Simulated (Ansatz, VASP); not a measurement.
Two plane-wave programs on Bi

```
Bi
1.0
     3.44952    0.00000    0.00000
    -1.72476    2.98737    0.00000
     0.00000    0.00000   11.54889
Bi
4
Direct
  0.00000 0.00000 0.00000
  0.00000 0.00000 0.50000
  0.33333 0.66667 0.25000
  0.66667 0.33333 0.75000
```

Alike in both runs: task single point; functional revPBE; k mesh 12 × 12 × 3; occupations fermi-dirac, width 0.1 eV; no spin polarisation.

|  | VASP | Ansatz |
| --- | --- | --- |
| version | VASP 6.6.1 | Ansatz 0.2.0 |
| potentials or method | VASP PAW PBE potentials, release 64 (Bi_d), cutoff 520 eV | plane waves (420 eV) with PAW, scalar-relativistic |
| valence electrons in the cell | 60 | 60 |

```csv
,VASP,Ansatz,Ansatz less VASP
pressure (GPa),4.8,4.8,+0.06
"traceless stress, the component that is largest in VASP (GPa)",-0.09,-0.09,+0.001
```

VASP's potentials were made for PBE, not for revPBE. The functional is the same, so the differences come from potentials, cutoffs and numerics.

Neither program's run includes spin-orbit coupling.
